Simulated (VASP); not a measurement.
Input of a VASP 6.6.1 run:

INCAR

```
SYSTEM = La2O3
ALGO     = Normal         ! electronic algorithm
EDIFF    = 1E-6           ! SCF threshold, eV
EDIFFG   = -0.03          ! ionic threshold
ENCUT    = 600            ! plane-wave cutoff, eV
GGA      = PS             ! functional
IBRION   = 2              ! ionic algorithm
ISIF     = 3              ! what is computed and relaxed
ISMEAR   = 0              ! smearing method
IVDW     = 12             ! dispersion correction
LASPH    = .True.         ! aspherical terms in the spheres
LCHARG   = .False.        ! write CHGCAR
LREAL    = .False.        ! projectors in reciprocal space
LWAVE    = .False.        ! write WAVECAR
NELM     = 80             ! most SCF steps
NSW      = 80             ! ionic steps
PREC     = Accurate       ! precision mode
PSTRESS  = 60.0         
SIGMA    = 0.01           ! smearing width, eV
```

KPOINTS

```
k-points
0
Gamma
  3 3 6
  0 0 0
```

The input POSCAR:

```
La2O3
1.0
    6.2667802800      0.0000000000      0.0000000000
   -3.1333901400      5.4271909200      0.0000000000
    0.0000000000      0.0000000000      3.2997660000
La O
2 3
Direct
    0.3333333300      0.6666666700      0.5000000000
    0.6666666700      0.3333333300      0.5000000000
    0.4919860000      0.4919860000      0.0000000000
    0.0000000000      0.5080140000      0.0000000000
    0.5080140000      0.0000000000      0.0000000000
```

Potentials or basis: VASP PAW PBE potentials, release 64 (La, O).

The run is started by

```bash
$ cat potpaw_PBE.64/La/POTCAR potpaw_PBE.64/O/POTCAR > POTCAR
$ mpirun -np 1 vasp_std > vasp.out
```

Estimate the relaxed volume.

20.69 Å³/atom.

Estimate the band gap on the k mesh.

1.00 eV, indirect (least direct gap 1.77 eV).

Final structure:
```yaml
crystal:
  lattice:
    - [6.08770, 0.00000, 0.00000]
    - [-3.04385, 5.27210, 0.00000]
    - [0.00000, 0.00000, 3.22301]
  atoms:
    - { symbol: La, position: [0.33333, 0.66667, 0.50000] }
    - { symbol: La, position: [0.66667, 0.33333, 0.50000] }
    - { symbol: O, position: [0.49239, 0.49239, 0.00000] }
    - { symbol: O, position: [0.00000, 0.50761, 0.00000] }
    - { symbol: O, position: [0.50761, 0.00000, 0.00000] }
```

Caveat: the cell is relaxed towards a set pressure, so the enthalpy falls and the energy may rise; the PAW data sets were made with another functional, which shifts forces and pressure a little; spin-orbit coupling is left out, which moves the levels of the heavy elements. A hybrid or GW would open this gap; PBEsol tends to underestimate it.
